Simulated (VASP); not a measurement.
# Ga (I4/mmm) in VASP: settings compared

Ga is run at these levels: BLYP, PBE, revPBE+D3(BJ), revPBE+D4, BLYP+D3(BJ); tasks: single point, relaxation of cell and atoms.

All numbers are computed with VASP 6.6.1; they aren't measurements. Logs are shortened: lines on timing, memory, paths and dates and some standing lists are left out, and cuts for length are marked.

## Step 1: The cell of the first run

Symmetry: I4/mmm, No. 139, tetragonal system. Conventional cell: a = 3.026 Å, b = 3.026 Å, c = 4.714 Å, α = 90.00°, β = 90.00°, γ = 90.00°. Ga (site symmetry 4/mmm) has 12 Ga at 3.03 to 3.18 Å within 4.0 Å.

## Step 2: Single point, BLYP

Contents of INCAR:

```
AGGAC = 1.0
AGGAX = 1.0
ALDAC = 0.0
ALDAX = 1.0
ALGO = Fast
EDIFF = 1E-6
ENCUT = 520
GGA = B5
ISIF = 2
ISMEAR = -1
LASPH = T
LCHARG = F
LREAL = F
LWAVE = F
NBANDS = 12
NELM = 60
PREC = Accurate
SIGMA = 0.05
```

Contents of KPOINTS:

```
k-points
0
Gamma
  13 13 13
```

Contents of POSCAR:

```
Ga
1.0
   -1.5131153191      1.5131153191      2.3571234889
    1.5131153191     -1.5131153191      2.3571234889
    1.5131153191      1.5131153191     -2.3571234889
Ga
1
Direct
    0.0000000000      0.0000000000      0.0000000000
```

Potentials or basis: VASP PAW PBE potentials, release 64 (Ga_d).

Started as:

```
$ cat potpaw_PBE.64/Ga_d/POTCAR > POTCAR
$ mpirun -np 1 vasp_std > vasp.out
```

OUTCAR:

```text
EDIFF = 1E-6
   ENCUT = 520
   GGA = B5
   ISIF = 2
   ISMEAR = -1
   LASPH = T
   LREAL = F
   NELM = 60
   PREC = Accurate

 ion  position               nearest neighbor table
   1  0.000  0.000  0.000-

  LATTYP: Found a body centered tetragonal cell.
 ALAT       =     3.0262306382
 C/A-ratio  =     1.5577950069

  Lattice vectors:

 A1 = (  -1.5131153191,   1.5131153191,   2.3571234889)
 A2 = (   1.5131153191,  -1.5131153191,   2.3571234889)
 A3 = (   1.5131153191,   1.5131153191,  -2.3571234889)

Analysis of symmetry for initial positions (statically):
=====================================================================
 Subroutine PRICEL returns:
 Original cell was already a primitive cell.

 Routine SETGRP: Setting up the symmetry group for a
 body centered tetragonal supercell.

 Subroutine GETGRP returns: Found 16 space group operations
 (whereof 16 operations were pure point group operations)
 out of a pool of 16 trial point group operations.

The static configuration has the point symmetry D_4h.

Analysis of symmetry for dynamics (positions and initial velocities):
=====================================================================
 Subroutine PRICEL returns:
 Original cell was already a primitive cell.

 Routine SETGRP: Setting up the symmetry group for a
 body centered tetragonal supercell.

 Subroutine GETGRP returns: Found 16 space group operations
 (whereof 16 operations were pure point group operations)
 out of a pool of 16 trial point group operations.

The dynamic configuration has the point symmetry D_4h.

 Subroutine INISYM returns: Found 16 space group operations
 (whereof 16 operations are pure point group operations),
 and found     1 'primitive' translations

----------------------------------------------------------------------------------------

                                     Primitive cell

  volume of cell :      21.5867

  direct lattice vectors                    reciprocal lattice vectors
    -1.513115319  1.513115319  2.357123489     0.000000000  0.330444080  0.212122955
     1.513115319 -1.513115319  2.357123489     0.330444080  0.000000000  0.212122955
     1.513115319  1.513115319 -2.357123489     0.330444080  0.330444080  0.000000000

  length of vectors
     3.183562011  3.183562011  3.183562011     0.392669630  0.392669630  0.467318500

  position of ions in fractional coordinates (direct lattice)
     0.000000000  0.000000000  0.000000000
[... 76 lines left out ...]
   EDIFF  = 0.1E-05   stopping-criterion for ELM
   LREAL  =      F    real-space projection
   EDIFFG = 0.1E-04   stopping-criterion for IOM
   NSW    =      0    number of steps for IOM
   IBRION =     -1    ionic relax: 0-MD 1-quasi-New 2-CG
   NFREE  =      0    steps in history (QN), initial steepest desc. (CG)
   ISIF   =      2    stress and relaxation
   ISYM   =      2    0-nonsym 1-usesym 2-fastsym
   POTIM  = 0.5000    time-step for ionic-motion
   TEBEG  =    0.0;   TEEND  =   0.0 temperature during run
   PSTRESS=    0.0 pullay stress
   NELECT =      13.0000    total number of electrons
   NUPDOWN=      -1.0000    fix difference up-down
   EMIN   =  10.00;   EMAX   =-10.00  energy-range for DOS
   EFERMI =   0.00;   METHOD = LEGACY
   ISMEAR =    -1;   SIGMA  =   0.05  broadening in eV -4-tet -1-fermi 0-gaus
   EFERMI_NEDOS =   21; number of points for ismear=-14 and -15
   IALGO  =     68    algorithm
   IMIX   =      4    mixing-type and parameters
     AMIX     =   0.40;   BMIX     =  1.00
     AMIX_MAG =   1.60;   BMIX_MAG =  1.00
  volume/ion in A,a.u.               =      21.59       145.67
  Fermi-wavevector in a.u.,A,eV,Ry     =   1.382485  2.612518 26.004343  1.911265
  Thomas-Fermi vector in A             =   2.507172
   LORBIT       =      0    0 simple, 1 ext, 2 COOP (PROOUT), +10 PAW based schemes
   GGA     = B5    functional components
   LHFCALC =     F    Hartree Fock is set to
   AEXX    =    0.0000 exact exchange contribution
   IVDW    =     0    specifies the selected vdW correction
   LEPSILON=     F    determine dielectric tensor
   LRPA    =     F    only Hartree local field effects (RPA)
 non-spin polarized calculation
 RMM-DIIS sequential band-by-band and
  energy-cutoff  :      520.00
  volume of cell :       21.59
 maximum number of plane-waves:       602
   NGX = 11   NGY = 11   NGZ = 11

 number of electron      13.0000006 magnetization

 Free energy of the ion-electron system (eV)
  ---------------------------------------------------
  ext. energy  EPLUGINS =         0.00000000
  ---------------------------------------------------
  free energy    TOTEN  =        -2.12231291 eV

  energy without entropy =       -2.11919786  energy(sigma->0) =       -2.12075539

 E-fermi :   4.7620     XC(G=0):  -9.8052

 val. band max:        4.7151891702   @ k =  -0.4615   0.4615   0.2308
 cond. band min:       4.8013878946   @ k =  -0.4615   0.4615   0.2308
 fundamental gap:      0.0861987244
 Fermi energy:         4.7620131354

 k-point     1 :       0.0000    0.0000    0.0000
  band No.  band energies     occupation
      1     -10.1329      2.00000
      2     -10.0691      2.00000
      3     -10.0691      2.00000
      4     -10.0461      2.00000
      5      -9.9699      2.00000
      6      -5.2541      2.00000
      7      15.2855      0.00000
      8      15.3541      0.00000
      9      15.3541      0.00000
     10      19.5688      0.00000
     11      20.1888      0.00000
     12      20.1893      0.00000
[... 331 lines left out ...]
 k-point    24 :       0.4615    0.1538    0.0000
  band No.  band energies     occupation
      1     -10.1183      2.00000
      2     -10.0800      2.00000
      3     -10.0552      2.00000
      4      -9.9728      2.00000
      5      -9.9256      2.00000
      6       0.2985      2.00000
      7       2.1583      2.00000
      8      10.5347      0.00000
      9      11.6487      0.00000
     10      15.7202      0.00000
     11      19.0530      0.00000
     12      22.1766      0.00000

 [... further k-points ...]
[... 5 lines left out ...]
  --------------------------------------------------------------------------------------
  -------------------------------------------------------------------------------------
  Total       -0.0098338     -0.0098338     -0.0099179      0.0000000      0.0000000      0.0000000
  in kB       -0.7298692     -0.7298692     -0.7361114      0.0000000      0.0000000      0.0000000
  external PRESSURE =      -0.7319499 kB  Pullay stress =       0.0000000 kB

 VOLUME and BASIS-vectors are now :
 -----------------------------------------------------------------------------
  energy-cutoff  :      520.00
  volume of cell :       21.59
      direct lattice vectors                 reciprocal lattice vectors
    -1.513115319  1.513115319  2.357123489     0.000000000  0.330444080  0.212122955
     1.513115319 -1.513115319  2.357123489     0.330444080  0.000000000  0.212122955
     1.513115319  1.513115319 -2.357123489     0.330444080  0.330444080  0.000000000

 POSITION                                       TOTAL-FORCE (eV/Angst)
 -----------------------------------------------------------------------------------
      0.00000      0.00000      0.00000         0.000000     -0.000000     -0.000000
 -----------------------------------------------------------------------------------
    total drift:                                0.000000      0.000000      0.000000

  FREE ENERGIE OF THE ION-ELECTRON SYSTEM (eV)
  ---------------------------------------------------
  free  energy   TOTEN  =        -2.1223129094 eV

  energy  without entropy=       -2.1191978640  energy(sigma->0) =       -2.12075539
```

stdout:

```text
POSCAR found type information on POSCAR Ga
 POSCAR found :  1 types and       1 ions
 scaLAPACK will be used
 -----------------------------------------------------------------------------
|                                                                             |
|                                                                             |
|     You enforced a specific xc type in the INCAR file but a different       |
|     I HOPE YOU KNOW WHAT YOU ARE DOING!                                     |
|                                                                             |
 -----------------------------------------------------------------------------

 LDA part: xc-table for (Slater(with rela. corr.)+VWN5), standard interpolation
 POSCAR, INCAR and KPOINTS ok, starting setup
 FFT: planning ... GRIDC
 FFT: planning ... GRID_SOFT
 FFT: planning ... GRID
 WAVECAR not read
 entering main loop
```

It took 16 s on 1 thread of Intel Xeon 6975P-C (Granite Rapids), shared host; peak memory 0.17 GiB.

What came out:

* Free energy: -2.1223 eV
* Pressure: -0.1 GPa

Caveat: the PAW data sets were made with another functional, which shifts forces and pressure a little.

## Step 3: Single point, PBE

This run uses another cell than the first one, of 17.72 Å³/atom, 0.821 times its volume.

Contents of INCAR:

```
PREC = Accurate ; ENCUT = 500
EDIFF = 1E-6 ; ISMEAR = -1
SIGMA = 0.04 ; LREAL = F
LASPH = T ; NELM = 120
ALGO = Normal ; ISIF = 2
LWAVE = F ; LCHARG = F
GGA = PE ; NBANDS = 12
GGA_COMPAT = F
```

Contents of KPOINTS:

```
regular mesh
0
Gamma
  5 5 5
```

Contents of POSCAR:

```
Ga
1.0
   -1.3843987196      1.3843987196      2.3112238365
    1.3843987196     -1.3843987196      2.3112238365
    1.3843987196      1.3843987196     -2.3112238365
Ga
1
Direct
    0.0000000000      0.0000000000      0.0000000000
```

Potentials or basis: VASP PAW PBE potentials, release 64 (Ga_d).

Started as:

```
$ cat potpaw_PBE.64/Ga_d/POTCAR > POTCAR
$ mpirun -np 1 vasp_std > vasp.out
```

OUTCAR:

```text
PREC = Accurate
   ENCUT = 500
   EDIFF = 1E-6
   ISMEAR = -1
   LREAL = F
   LASPH = T
   NELM = 120
   ISIF = 2
   GGA = PE

 ion  position               nearest neighbor table
   1  0.000  0.000  0.000-

  LATTYP: Found a body centered tetragonal cell.
 ALAT       =     2.7687974392
 C/A-ratio  =     1.6694784557

  Lattice vectors:

 A1 = (  -1.3843987196,   1.3843987196,   2.3112238365)
 A2 = (   1.3843987196,  -1.3843987196,   2.3112238365)
[... 439 lines left out ...]
      9      13.6515      0.00000
     10      16.6976      0.00000
     11      17.7060      0.00000
     12      37.2190      0.00000

------------------------ aborting loop because EDIFF is reached ----------------------------------------

  FORCE on cell =-STRESS in cart. coord.  units (eV):
  Direction    XX          YY          ZZ          XY          YZ          ZX
  --------------------------------------------------------------------------------------
  -------------------------------------------------------------------------------------
  Total        0.2564251      0.2564251      1.2029684      0.0000000     -0.0000000      0.0000000
  in kB       23.1871151     23.1871151    108.7778341      0.0000000     -0.0000000      0.0000000
  external PRESSURE =      51.7173548 kB  Pullay stress =       0.0000000 kB

 VOLUME and BASIS-vectors are now :
 -----------------------------------------------------------------------------
  energy-cutoff  :      500.00
  volume of cell :       17.72
      direct lattice vectors                 reciprocal lattice vectors
    -1.384398720  1.384398720  2.311223836     0.000000000  0.361167627  0.216335602
     1.384398720 -1.384398720  2.311223836     0.361167627  0.000000000  0.216335602
     1.384398720  1.384398720 -2.311223836     0.361167627  0.361167627  0.000000000

 POSITION                                       TOTAL-FORCE (eV/Angst)
 -----------------------------------------------------------------------------------
      0.00000      0.00000      0.00000         0.000000      0.000000      0.000000
 -----------------------------------------------------------------------------------
    total drift:                               -0.000000      0.000000      0.000000

  FREE ENERGIE OF THE ION-ELECTRON SYSTEM (eV)
  ---------------------------------------------------
  free  energy   TOTEN  =        -2.8711245448 eV

  energy  without entropy=       -2.8639596518  energy(sigma->0) =       -2.86754210
```

OSZICAR:

```text
N       E                     dE             d eps       ncg     rms          rms(c)
DAV:   1     0.415765501320E+02    0.41577E+02   -0.65105E+03   440   0.183E+03
DAV:   2    -0.955295730960E+00   -0.42532E+02   -0.41375E+02   456   0.257E+02
DAV:   3    -0.288317810818E+01   -0.19279E+01   -0.19254E+01   476   0.440E+01
DAV:   4    -0.289934659551E+01   -0.16168E-01   -0.16166E-01   528   0.426E+00
DAV:   5    -0.289950461164E+01   -0.15802E-03   -0.15801E-03   516   0.383E-01    0.908E-01
DAV:   6    -0.287666472807E+01    0.22840E-01   -0.36793E-02   556   0.401E+00    0.452E-01
DAV:   7    -0.287169128685E+01    0.49734E-02   -0.66583E-03   600   0.144E+00    0.122E-01
DAV:   8    -0.287111974848E+01    0.57154E-03   -0.69820E-04   560   0.484E-01    0.104E-02
DAV:   9    -0.287112421526E+01   -0.44668E-05   -0.69411E-06   548   0.361E-02    0.328E-03
DAV:  10    -0.287112454476E+01   -0.32950E-06   -0.19844E-07   344   0.701E-03
   1 F= -.28711245E+01 E0= -.28675421E+01  d E =-.716489E-02
```

stdout:

```text
POSCAR found type information on POSCAR Ga
 POSCAR found :  1 types and       1 ions
 scaLAPACK will be used
 LDA part: xc-table for (Slater+PW92), standard interpolation
 POSCAR, INCAR and KPOINTS ok, starting setup
 FFT: planning ... GRIDC
 FFT: planning ... GRID_SOFT
 FFT: planning ... GRID
 WAVECAR not read
 entering main loop
```

It used 5.9 s of CPU time on 1 thread of AMD EPYC 7R13 Processor (Zen 3) (shared host).

What came out:

| Item | Value |
| --- | --- |
| Free energy | -2.8711 eV |
| Pressure | 5.2 GPa |

Caveat: the k points lie up to 0.64 Å⁻¹ apart.

(Continued in part 2 of 3.)
